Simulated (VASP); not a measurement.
# Zn (P6_3/mmc) in VASP: a series of runs

The runs below take Zn through single point, with PBEsol.

Program: VASP 6.6.1. These are calculated values, not measurements. Logs are shortened: lines on timing, memory, paths and dates and some standing lists are left out, and cuts for length are marked.

## Step 1: The cell of the first run

Symmetry: P6_3/mmc, No. 194, hexagonal system. Conventional cell: a = 2.611 Å, b = 2.611 Å, c = 4.561 Å, α = 90.00°, β = 90.00°, γ = 120.00°. Zn (site symmetry -6m2) has 12 Zn at 2.61 to 2.73 Å within 3.4 Å.

## Step 2: Single point, PBEsol

File INCAR:

```
SYSTEM = Zn
PREC = Accurate ; ENCUT = 520
EDIFF = 1E-7 ; ISMEAR = -1
SIGMA = 0.1 ; LREAL = .False.
LASPH = .True. ; NELM = 80
ALGO = Normal ; ISIF = 2
LWAVE = .False. ; LCHARG = .True.
GGA = PS ; LELF = .True.
LVHAR = .True. ; NBANDS = 19
```

File KPOINTS:

```
regular mesh
0
Gamma
  20 20 10
  0 0 0
```

File POSCAR:

```
Zn
1.0
    2.6112739853      0.0000000000      0.0000000000
   -1.3056369926      2.2614296075      0.0000000000
    0.0000000000      0.0000000000      4.5613888982
Zn
2
Direct
    0.3333333333      0.6666666667      0.2500000000
    0.6666666667      0.3333333333      0.7500000000
```

Potentials or basis: VASP PAW PBE potentials, release 64 (Zn).

The run is started by

```console
$ cat potpaw_PBE.64/Zn/POTCAR > POTCAR
$ mpirun -np 1 vasp_std > vasp.out
```

OUTCAR:

```text
SYSTEM = Zn
   PREC = Accurate
   ENCUT = 520
   EDIFF = 1E-7
   ISMEAR = -1
   LREAL = .False.
   LASPH = .True.
   NELM = 80
   ISIF = 2
   GGA = PS

 ion  position               nearest neighbor table
   1  0.333  0.667  0.250-   2 2.73   2 2.73   2 2.73   2 2.73   2 2.73   2 2.73
   2  0.667  0.333  0.750-   1 2.73   1 2.73   1 2.73   1 2.73   1 2.73   1 2.73

  LATTYP: Found a hexagonal cell.
 ALAT       =     2.6112739853
 C/A-ratio  =     1.7468059361

  Lattice vectors:

 A1 = (   2.6112739853,   0.0000000000,   0.0000000000)
 A2 = (  -1.3056369926,   2.2614296075,   0.0000000000)
 A3 = (   0.0000000000,   0.0000000000,   4.5613888982)

Analysis of symmetry for initial positions (statically):
=====================================================================
 Subroutine PRICEL returns:
 Original cell was already a primitive cell.

 Routine SETGRP: Setting up the symmetry group for a
 hexagonal supercell.

 Subroutine GETGRP returns: Found 24 space group operations
 (whereof 12 operations were pure point group operations)
 out of a pool of 24 trial point group operations.

The static configuration has the point symmetry D_3d.
 The point group associated with its full space group is D_6h.

Analysis of symmetry for dynamics (positions and initial velocities):
=====================================================================
 Subroutine PRICEL returns:
 Original cell was already a primitive cell.

 Routine SETGRP: Setting up the symmetry group for a
 hexagonal supercell.

 Subroutine GETGRP returns: Found 24 space group operations
 (whereof 12 operations were pure point group operations)
 out of a pool of 24 trial point group operations.

The dynamic configuration has the point symmetry D_3d.
 The point group associated with its full space group is D_6h.

 Subroutine INISYM returns: Found 24 space group operations
 (whereof 12 operations are pure point group operations),
 and found     1 'primitive' translations

----------------------------------------------------------------------------------------

                                     Primitive cell

  volume of cell :      26.9360

  direct lattice vectors                    reciprocal lattice vectors
     2.611273985  0.000000000  0.000000000     0.382954836  0.221099077  0.000000000
    -1.305636993  2.261429608  0.000000000     0.000000000  0.442198155  0.000000000
     0.000000000  0.000000000  4.561388898     0.000000000  0.000000000  0.219231471

  length of vectors
     2.611273985  2.611273985  4.561388898     0.442198155  0.442198155  0.219231471

  position of ions in fractional coordinates (direct lattice)
     0.333333333  0.666666667  0.250000000
     0.666666667  0.333333333  0.750000000

  ion indices of the primitive-cell ions
   primitive index   ion index
                 1           1
                 2           2

----------------------------------------------------------------------------------------

 KPOINTS: regular mesh

Automatic generation of k-mesh.
 Grid dimensions read from file:
 generate k-points for:   20   20   10

 Generating k-lattice:

  Cartesian coordinates                     Fractional coordinates (reciprocal lattice)
     0.019147742  0.011054954  0.000000000     0.050000000  0.000000000  0.000000000
     0.000000000  0.022109908  0.000000000     0.000000000  0.050000000  0.000000000
     0.000000000  0.000000000  0.021923147     0.000000000  0.000000000  0.100000000

  Length of vectors
     0.022109908  0.022109908  0.021923147

  Shift w.r.t. Gamma in fractional coordinates (k-lattice)
     0.000000000  0.000000000  0.000000000

 Subroutine IBZKPT returns following result:
 ===========================================

 Found    264 irreducible k-points:

 Following reciprocal coordinates:
            Coordinates               Weight
  0.000000  0.000000  0.000000      1.000000
  0.050000  0.000000  0.000000      6.000000
  0.100000  0.000000  0.000000      6.000000
  0.150000  0.000000  0.000000      6.000000
  0.200000  0.000000  0.000000      6.000000
  0.250000  0.000000  0.000000      6.000000
[... 16 lines left out ...]
  0.200000  0.100000  0.000000     12.000000
  0.250000  0.100000  0.000000     12.000000
 [... further k-points ...]
   k-points           NKPTS =    264   k-points in BZ     NKDIM =    264   number of bands    NBANDS=     19
   number of dos      NEDOS =    301   number of ions     NIONS =      2
   total plane-waves  NPLWV =  14400
   dimension x,y,z NGX =    20 NGY =   20 NGZ =   36
   dimension x,y,z NGXF=    40 NGYF=   40 NGZF=   72
   ions per type =               2
   NGX,Y,Z   is equivalent  to a cutoff of  12.73, 12.73, 13.12 a.u.
   NGXF,Y,Z  is equivalent  to a cutoff of  25.47, 25.47, 26.24 a.u.
 SYSTEM =  Zn
   PREC   = accura    normal or accurate (medium, high low for compatibility)
   ISTART =      0    job   : 0-new  1-cont  2-samecut
   ICHARG =      2    charge: 1-file 2-atom 10-const
   ISPIN  =      1    spin polarized calculation?
   LNONCOLLINEAR =      F non collinear calculations
   LSORBIT =      F    spin-orbit coupling
   LASPH  =      T    aspherical Exc in radial PAW
   ENCUT  =  520.0 eV  38.22 Ry    6.18 a.u.   4.86  4.86  8.48*2*pi/ulx,y,z
   NELM   =     80;   NELMIN=  2; NELMDL= -5     # of ELM steps
   EDIFF  = 0.1E-06   stopping-criterion for ELM
   LREAL  =      F    real-space projection
   EDIFFG = 0.1E-05   stopping-criterion for IOM
   NSW    =      0    number of steps for IOM
   IBRION =     -1    ionic relax: 0-MD 1-quasi-New 2-CG
   NFREE  =      0    steps in history (QN), initial steepest desc. (CG)
   ISIF   =      2    stress and relaxation
   ISYM   =      2    0-nonsym 1-usesym 2-fastsym
   POTIM  = 0.5000    time-step for ionic-motion
   TEBEG  =    0.0;   TEEND  =   0.0 temperature during run
   PSTRESS=    0.0 pullay stress
   NELECT =      24.0000    total number of electrons
   NUPDOWN=      -1.0000    fix difference up-down
   EMIN   =  10.00;   EMAX   =-10.00  energy-range for DOS
   EFERMI =   0.00;   METHOD = LEGACY
   ISMEAR =    -1;   SIGMA  =   0.10  broadening in eV -4-tet -1-fermi 0-gaus
   EFERMI_NEDOS =   21; number of points for ismear=-14 and -15
   IALGO  =     38    algorithm
   IMIX   =      4    mixing-type and parameters
     AMIX     =   0.40;   BMIX     =  1.00
     AMIX_MAG =   1.60;   BMIX_MAG =  1.00
  volume/ion in A,a.u.               =      13.47        90.89
  Fermi-wavevector in a.u.,A,eV,Ry     =   1.575316  2.976916 33.764500  2.481621
  Thomas-Fermi vector in A             =   2.676318
   LORBIT       =      0    0 simple, 1 ext, 2 COOP (PROOUT), +10 PAW based schemes
   GGA     = PS    functional components
   LHFCALC =     F    Hartree Fock is set to
   AEXX    =    0.0000 exact exchange contribution
   IVDW    =     0    specifies the selected vdW correction
   LEPSILON=     F    determine dielectric tensor
   LRPA    =     F    only Hartree local field effects (RPA)
 non-spin polarized calculation
  energy-cutoff  :      520.00
  volume of cell :       26.94
 maximum number of plane-waves:       741
 NGX is ok and might be reduce to    20
   NGX =  9   NGY =  9   NGZ = 17

 number of electron      24.0000018 magnetization

 Free energy of the ion-electron system (eV)
  ---------------------------------------------------
  ext. energy  EPLUGINS =         0.00000000
  ---------------------------------------------------
  free energy    TOTEN  =        -3.15826965 eV

  energy without entropy =       -3.14704262  energy(sigma->0) =       -3.15265614

 E-fermi :   3.9423     XC(G=0): -12.3647

 val. band max:        3.9089236934   @ k =   0.3500   0.3000   0.4000
 cond. band min:       4.0059730034   @ k =   0.3500   0.3000   0.4000
 fundamental gap:      0.0970493100
 Fermi energy:         3.9423193678

 k-point     1 :       0.0000    0.0000    0.0000
  band No.  band energies     occupation
      1      -7.5677      2.00000
      2      -5.2068      2.00000
      3      -4.2971      2.00000
      4      -4.1133      2.00000
      5      -4.1133      2.00000
      6      -4.0285      2.00000
[... 11 lines left out ...]
     18      23.3618      0.00000
     19      23.3618      0.00000

 k-point     2 :       0.0500    0.0000    0.0000
  band No.  band energies     occupation
      1      -7.4907      2.00000
      2      -5.1731      2.00000
      3      -4.2938      2.00000
      4      -4.1171      2.00000
      5      -4.0934      2.00000
      6      -4.0373      2.00000
[... 11 lines left out ...]
     18      24.2435      0.00000
     19      24.5606      0.00000

 k-point     3 :       0.1000    0.0000    0.0000
  band No.  band energies     occupation
      1      -7.2619      2.00000
      2      -5.0788      2.00000
      3      -4.2932      2.00000
      4      -4.1203      2.00000
      5      -4.0558      2.00000
      6      -4.0354      2.00000
[... 11 lines left out ...]
     18      23.8632      0.00000
     19      24.8177      0.00000

 k-point     4 :       0.1500    0.0000    0.0000
  band No.  band energies     occupation
      1      -6.8893      2.00000
      2      -4.9473      2.00000
      3      -4.3079      2.00000
      4      -4.1344      2.00000
      5      -4.0361      2.00000
      6      -3.9460      2.00000
[... 11 lines left out ...]
     18      21.9883      0.00000
     19      22.6693      0.00000

 k-point     5 :       0.2000    0.0000    0.0000
  band No.  band energies     occupation
      1      -6.3927      2.00000
      2      -4.8261      2.00000
      3      -4.3114      2.00000
      4      -4.1674      2.00000
      5      -4.1328      2.00000
      6      -3.9413      2.00000
[... 11 lines left out ...]
     18      20.2481      0.00000
     19      22.5464      0.00000
[... 334 lines left out ...]
      2      -4.8720      2.00000
      3      -4.3371      2.00000
      4      -4.1155      2.00000
      5      -4.0783      2.00000
      6      -4.0024      2.00000
[... 11 lines left out ...]
     18      22.1620      0.00000
     19      22.8414      0.00000

 k-point    22 :       0.1500    0.1000    0.0000
  band No.  band energies     occupation
      1      -6.1836      2.00000
      2      -4.7487      2.00000
      3      -4.3744      2.00000
      4      -4.1749      2.00000
      5      -4.1496      2.00000
      6      -4.0111      2.00000
[... 11 lines left out ...]
     18      21.2292      0.00000
     19      21.6606      0.00000

 k-point    23 :       0.2000    0.1000    0.0000
  band No.  band energies     occupation
      1      -5.6302      2.00000
      2      -4.6920      2.00000
      3      -4.3548      2.00000
      4      -4.3428      2.00000
      5      -4.1626      2.00000
      6      -4.0083      2.00000
[... 11 lines left out ...]
     18      20.4164      0.00000
     19      20.8841      0.00000

 k-point    24 :       0.2500    0.1000    0.0000
  band No.  band energies     occupation
      1      -5.1469      2.00000
      2      -4.7242      2.00000
      3      -4.4878      2.00000
      4      -4.2350      2.00000
      5      -4.1279      2.00000
      6      -4.0523      2.00000
[... 11 lines left out ...]
     18      19.7128      0.00000
     19      20.2538      0.00000

 [... further k-points ...]

------------------------ aborting loop because EDIFF is reached ----------------------------------------

  FORCE on cell =-STRESS in cart. coord.  units (eV):
  Direction    XX          YY          ZZ          XY          YZ          ZX
  --------------------------------------------------------------------------------------
  -------------------------------------------------------------------------------------
  Total        0.7758610      0.7758610      0.7427980      0.0000000      0.0000000     -0.0000000
  in kB       46.1489568     46.1489568     44.1823357      0.0000000      0.0000000     -0.0000000
  external PRESSURE =      45.4934164 kB  Pullay stress =       0.0000000 kB

 VOLUME and BASIS-vectors are now :
 -----------------------------------------------------------------------------
  energy-cutoff  :      520.00
  volume of cell :       26.94
      direct lattice vectors                 reciprocal lattice vectors
     2.611273985  0.000000000  0.000000000     0.382954836  0.221099077  0.000000000
    -1.305636993  2.261429608  0.000000000     0.000000000  0.442198155  0.000000000
     0.000000000  0.000000000  4.561388898     0.000000000  0.000000000  0.219231471

 POSITION                                       TOTAL-FORCE (eV/Angst)
 -----------------------------------------------------------------------------------
     -0.00000      1.50762      1.14035         0.000000     -0.000000      0.000000
      1.30564      0.75381      3.42104        -0.000000      0.000000      0.000000
 -----------------------------------------------------------------------------------
    total drift:                               -0.000000      0.000000      0.000000

  FREE ENERGIE OF THE ION-ELECTRON SYSTEM (eV)
  ---------------------------------------------------
  free  energy   TOTEN  =        -3.1582696547 eV

  energy  without entropy=       -3.1470426188  energy(sigma->0) =       -3.15265614
```

Wall time 2.7 min (1 thread of AMD EPYC 7R13, shared host); peak memory 0.19 GiB.

What came out:

```
Free energy            : -3.1583 eV
Pressure               : 4.5 GPa
Band gap on the k mesh : zero (bands 12 and 13 overlap by 3.93 eV)
```

Caveat: the cell stands under pressure; the PAW data sets were made with another functional, which shifts forces and pressure a little.

(Part 1 of 2 ends here.)

The gap in the log of VASP goes by the Fermi energy; the results here count the filled bands.